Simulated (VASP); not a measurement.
# SiC5 (I4/mmm) in VASP: further runs, part 2 of 2

VASP 6.6.1. The steps go on from the part before.

## Step 5: Relaxation of cell and atoms, PBE

This run uses another cell than the first one, of 7.62 Å³/atom.

INCAR reads:

```
SYSTEM = SiC5
PREC     = Accurate       ! precision mode
ENCUT    = 600            ! plane-wave cutoff, eV
EDIFF    = 1E-6           ! SCF threshold, eV
ISMEAR   = 0              ! smearing method
SIGMA    = 0.1            ! smearing width, eV
LREAL    = .False.        ! projectors in reciprocal space
LASPH    = .True.         ! aspherical terms in the spheres
NELM     = 80             ! most SCF steps
ALGO     = Normal         ! electronic algorithm
ISIF     = 3              ! what is computed and relaxed
LWAVE    = .False.        ! write WAVECAR
LCHARG   = .False.        ! write CHGCAR
GGA      = PE             ! functional
IBRION   = 2              ! ionic algorithm
NSW      = 100            ! ionic steps
EDIFFG   = -0.01          ! ionic threshold
```

KPOINTS reads:

```
regular mesh
0
Gamma
  14 14 14
  0 0 0
```

POSCAR reads:

```
SiC5
1.0
   -2.0383108734      2.0383108734      2.7526405992
    2.0383108734     -2.0383108734      2.7526405992
    2.0383108734      2.0383108734     -2.7526405992
Si C
1 5
Direct
    0.5000000000      0.5000000000      0.0000000000
    0.5000000000      0.5000000000      0.5000000000
    0.0000000000      0.0000000000      0.5000000000
    0.5000000000      0.0000000000      0.0000000000
    0.0000000000      0.5000000000      0.0000000000
    0.0000000000      0.0000000000      0.0000000000
```

Potentials or basis: VASP PAW PBE potentials, release 64 (Si, C).

On the command line:

```console
cat potpaw_PBE.64/Si/POTCAR potpaw_PBE.64/C/POTCAR > POTCAR
mpirun -np 1 vasp_std > vasp.out
```

OUTCAR:

```text
SYSTEM = SiC5
   PREC = Accurate
   ENCUT = 600
   EDIFF = 1E-6
   ISMEAR = 0
   LREAL = .False.
   LASPH = .True.
   NELM = 80
   ISIF = 3
   GGA = PE
   IBRION = 2
   NSW = 100
   EDIFFG = -0.01

 ion  position               nearest neighbor table
   1  0.500  0.500  0.000-   2 1.99   3 1.99   4 1.99   5 1.99   2 1.99   4 1.99   5 1.99   3 1.99

   2  0.500  0.500  0.500-   1 1.99   6 1.99   1 1.99   6 1.99   5 2.04   4 2.04   5 2.04   4 2.04

   3  0.000  0.000  0.500-   1 1.99   6 1.99   6 1.99   1 1.99   5 2.04   5 2.04   4 2.04   4 2.04

   4  0.500  0.000  0.000-   1 1.99   6 1.99   1 1.99   6 1.99   3 2.04   2 2.04   2 2.04   3 2.04

   5  0.000  0.500  0.000-   1 1.99   6 1.99   6 1.99   1 1.99   3 2.04   3 2.04   2 2.04   2 2.04

   6  0.000  0.000  0.000-   2 1.99   3 1.99   4 1.99   5 1.99   3 1.99   5 1.99   4 1.99   2 1.99

  LATTYP: Found a body centered tetragonal cell.
 ALAT       =     4.0766217468
 C/A-ratio  =     1.3504518055

  Lattice vectors:

 A1 = (  -2.0383108734,   2.0383108734,   2.7526405992)
 A2 = (   2.0383108734,  -2.0383108734,   2.7526405992)
 A3 = (   2.0383108734,   2.0383108734,  -2.7526405992)

Analysis of symmetry for initial positions (statically):
=====================================================================
 Subroutine PRICEL returns:
 Original cell was already a primitive cell.

 Routine SETGRP: Setting up the symmetry group for a
 body centered tetragonal supercell.

 Subroutine GETGRP returns: Found 16 space group operations
 (whereof 16 operations were pure point group operations)
 out of a pool of 16 trial point group operations.

The static configuration has the point symmetry D_4h.

Analysis of symmetry for dynamics (positions and initial velocities):
=====================================================================
 Subroutine PRICEL returns:
 Original cell was already a primitive cell.

 Routine SETGRP: Setting up the symmetry group for a
 body centered tetragonal supercell.

 Subroutine GETGRP returns: Found 16 space group operations
 (whereof 16 operations were pure point group operations)
 out of a pool of 16 trial point group operations.

The dynamic configuration has the point symmetry D_4h.

 Subroutine INISYM returns: Found 16 space group operations
 (whereof 16 operations are pure point group operations),
 and found     1 'primitive' translations

----------------------------------------------------------------------------------------

                                     Primitive cell

  volume of cell :      45.7457

  direct lattice vectors                    reciprocal lattice vectors
    -2.038310873  2.038310873  2.752640599     0.000000000  0.245301149  0.181643764
     2.038310873 -2.038310873  2.752640599     0.245301149  0.000000000  0.181643764
     2.038310873  2.038310873 -2.752640599     0.245301149  0.245301149  0.000000000

  length of vectors
     3.985781316  3.985781316  3.985781316     0.305232880  0.305232880  0.346908212

  position of ions in fractional coordinates (direct lattice)
[... 43 lines left out ...]
            Coordinates               Weight
  0.000000  0.000000  0.000000      1.000000
  0.071429 -0.000000  0.000000      8.000000
  0.142857 -0.000000  0.000000      8.000000
  0.214286 -0.000000  0.000000      8.000000
  0.285714 -0.000000  0.000000      8.000000
  0.357143 -0.000000  0.000000      8.000000
[... 16 lines left out ...]
  0.214286  0.142857  0.000000     16.000000
  0.285714  0.142857  0.000000     16.000000
 [... further k-points ...]
   k-points           NKPTS =    244   k-points in BZ     NKDIM =    244   number of bands    NBANDS=     16
   number of dos      NEDOS =    301   number of ions     NIONS =      6
   total plane-waves  NPLWV =  32768
   dimension x,y,z NGX =    32 NGY =   32 NGZ =   32
   dimension x,y,z NGXF=    64 NGYF=   64 NGZF=   64
   ions per type =               1   5
   NGX,Y,Z   is equivalent  to a cutoff of  13.35, 13.35, 13.35 a.u.
   NGXF,Y,Z  is equivalent  to a cutoff of  26.69, 26.69, 26.69 a.u.
 SYSTEM =  SiC5
   PREC   = accura    normal or accurate (medium, high low for compatibility)
   ISTART =      0    job   : 0-new  1-cont  2-samecut
   ICHARG =      2    charge: 1-file 2-atom 10-const
   ISPIN  =      1    spin polarized calculation?
   LNONCOLLINEAR =      F non collinear calculations
   LSORBIT =      F    spin-orbit coupling
   LASPH  =      T    aspherical Exc in radial PAW
   ENCUT  =  600.0 eV  44.10 Ry    6.64 a.u.   7.96  7.96  7.96*2*pi/ulx,y,z
   NELM   =     80;   NELMIN=  2; NELMDL= -5     # of ELM steps
   EDIFF  = 0.1E-05   stopping-criterion for ELM
   LREAL  =      F    real-space projection
   EDIFFG = -.1E-01   stopping-criterion for IOM
   NSW    =    100    number of steps for IOM
   IBRION =      2    ionic relax: 0-MD 1-quasi-New 2-CG
   NFREE  =      1    steps in history (QN), initial steepest desc. (CG)
   ISIF   =      3    stress and relaxation
   ISYM   =      2    0-nonsym 1-usesym 2-fastsym
   POTIM  = 0.5000    time-step for ionic-motion
   TEBEG  =    0.0;   TEEND  =   0.0 temperature during run
   PSTRESS=    0.0 pullay stress
   NELECT =      24.0000    total number of electrons
   NUPDOWN=      -1.0000    fix difference up-down
   EMIN   =  10.00;   EMAX   =-10.00  energy-range for DOS
   EFERMI =   0.00;   METHOD = LEGACY
   ISMEAR =     0;   SIGMA  =   0.10  broadening in eV -4-tet -1-fermi 0-gaus
   EFERMI_NEDOS =   21; number of points for ismear=-14 and -15
   IALGO  =     38    algorithm
   IMIX   =      4    mixing-type and parameters
     AMIX     =   0.40;   BMIX     =  1.00
     AMIX_MAG =   1.60;   BMIX_MAG =  1.00
  volume/ion in A,a.u.               =       7.62        51.45
  Fermi-wavevector in a.u.,A,eV,Ry     =   1.320368  2.495135 23.720027  1.743373
  Thomas-Fermi vector in A             =   2.450200
   LORBIT       =      0    0 simple, 1 ext, 2 COOP (PROOUT), +10 PAW based schemes
   GGA     = PE    functional components
   LHFCALC =     F    Hartree Fock is set to
   AEXX    =    0.0000 exact exchange contribution
   IVDW    =     0    specifies the selected vdW correction
   LEPSILON=     F    determine dielectric tensor
   LRPA    =     F    only Hartree local field effects (RPA)
 conjugate gradient relaxation of ions
 non-spin polarized calculation
 Gauss-broadening in eV      SIGMA  =   0.10
  energy-cutoff  :      600.00
  volume of cell :       45.75
 maximum number of plane-waves:      1548
   NGX = 15   NGY = 15   NGZ = 15

--------------------------------------- Ionic step        1  -------------------------------------------

 number of electron      23.9999999 magnetization

 Free energy of the ion-electron system (eV)
  ---------------------------------------------------
  ext. energy  EPLUGINS =         0.00000000
  ---------------------------------------------------
  free energy    TOTEN  =       -34.47481962 eV

  energy without entropy =      -34.46613773  energy(sigma->0) =      -34.47047867

------------------------ aborting loop because EDIFF is reached ----------------------------------------

  FORCE on cell =-STRESS in cart. coord.  units (eV):
  Direction    XX          YY          ZZ          XY          YZ          ZX
  --------------------------------------------------------------------------------------
  -------------------------------------------------------------------------------------
  Total       -0.1548855     -0.1548855      0.8254085      0.0000000      0.0000000      0.0000000
  in kB       -5.4246403     -5.4246403     28.9087411      0.0000000      0.0000000      0.0000000
  external PRESSURE =       6.0198201 kB  Pullay stress =       0.0000000 kB
[... 107 lines left out ...]
--------------------------------------- Ionic step        4  -------------------------------------------

 number of electron      23.9999999 magnetization

 Free energy of the ion-electron system (eV)
  ---------------------------------------------------
  ext. energy  EPLUGINS =         0.00000000
  ---------------------------------------------------
  free energy    TOTEN  =       -34.47856465 eV

  energy without entropy =      -34.46984735  energy(sigma->0) =      -34.47420600

 E-fermi :   9.4648     XC(G=0): -12.4599

 val. band max:        9.4601471366   @ k =   0.4286   0.2857   0.0714
 cond. band min:       9.4657432570   @ k =   0.4286   0.2857   0.1429
 fundamental gap:      0.0055961204
 Fermi energy:         9.4647946923

 k-point     1 :       0.0000    0.0000    0.0000
  band No.  band energies     occupation
      1      -9.9910      2.00000
      2      -1.5749      2.00000
      3      -0.1668      2.00000
      4      -0.1668      2.00000
      5       1.9228      2.00000
      6       2.2957      2.00000
[... 433 lines left out ...]
      3      -2.3323      2.00000
      4      -0.0633      2.00000
      5       0.7485      2.00000
      6       1.3197      2.00000
[... 8 lines left out ...]
     15      13.3915      0.00000
     16      13.9813      0.00000

 [... further k-points ...]
[... 5 lines left out ...]
  --------------------------------------------------------------------------------------
  -------------------------------------------------------------------------------------
  Total       -0.0384521     -0.0384521     -0.0173270      0.0000000      0.0000000      0.0000000
  in kB       -1.3469958     -1.3469958     -0.6069720      0.0000000      0.0000000      0.0000000
  external PRESSURE =      -1.1003212 kB  Pullay stress =       0.0000000 kB
[... 21 lines left out ...]
  FREE ENERGIE OF THE ION-ELECTRON SYSTEM (eV)
  ---------------------------------------------------
  free  energy   TOTEN  =       -34.4785646520 eV

  energy  without entropy=      -34.4698473458  energy(sigma->0) =      -34.47420600

 reached required accuracy - stopping structural energy minimisation
```

It took 6.4 min on 1 thread of Intel Xeon Platinum 8259CL at 2.50GHz (Skylake/Cascade Lake), shared host; peak memory 0.31 GiB.

What came out:

* Free energy: -34.4786 eV
* Relaxed volume: 7.62 Å³/atom
* Relaxed cell: a = 3.992 Å, b = 3.992 Å, c = 3.992 Å, α = 118.85°, β = 118.85°, γ = 92.00°
* Space group after relaxing (to 0.1 Å): I4/mmm (No. 139)
* Energy gained by relaxing: 0.6 meV/atom
* Ionic steps: 4
* Pressure after relaxing: -0.1 GPa
* Band gap on the k mesh: zero (bands 12 and 13 overlap by 1.13 eV)

The path:
| step | energy change (eV) | largest force (eV/Å) | pressure (GPa) | volume (Å³) |
| --- | --- | --- | --- | --- |
| 1 | 0.0000 | 0.0000 | 0.60 | 45.75 |
| 2 | -0.0030 | 0.0000 | -0.74 | 45.93 |
| 3 | -0.0030 | 0.0000 | -0.77 | 45.94 |
| 4 | -0.0037 | 0.0000 | -0.11 | 45.74 |

Final structure:
```
CELL_PARAMETERS angstrom
-2.03052 2.03052 2.77325
2.03052 -2.03052 2.77325
2.03052 2.03052 -2.77325
ATOMIC_POSITIONS crystal
Si 0.50000 0.50000 0.00000
C 0.50000 0.50000 0.50000
C 0.00000 0.00000 0.50000
C 0.50000 0.00000 0.00000
C 0.00000 0.50000 0.00000
C 0.00000 0.00000 0.00000
```

## Step 6: The runs side by side

| task | spin | cell | k mesh | cutoff (eV) | gap on the mesh (eV) | pressure (GPa) | moment (μB) | relaxed volume (Å³/atom) |
| --- | --- | --- | --- | --- | --- | --- | --- | --- |
| single point | collinear | a = 3.984 Å, angles 118.6, 118.6, 92.4°, 6 atoms | 4 × 4 × 4 | 520 | none | 0.1 | 0.00 | - |
| single point | off | a = 3.992 Å, angles 118.9, 118.9, 92.0°, 6 atoms | 14 × 14 × 14 | 520 | none | 0.1 | - | - |
| relaxation of cell and atoms | collinear | relaxed from a = 5.770 Å, angles 113.3, 113.3, 102.1°, 6 atoms | 4 × 4 × 4 | 600 | none | -0.2 | 0.00 | 7.61 |
| relaxation of cell and atoms | off | relaxed from a = 3.986 Å, angles 118.5, 118.5, 92.6°, 6 atoms | 14 × 14 × 14 | 600 | none | -0.1 | - | 7.62 |

Alike in all rows: level PBE; potentials or basis VASP PAW PBE potentials, release 64 (Si, C); smearing gaussian 0.1 eV.

Caveats: some runs use coarse meshes; semilocal functionals underestimate gaps, and a narrow one can read as zero (at least some runs); the volume moved by over 15 % at a fixed basis, so the end points are rough (at least some runs).

Total energies depend on the potentials used, so only differences within one code and one set of settings carry meaning.

The gap in the log of VASP goes by the Fermi energy; the results here count the filled bands.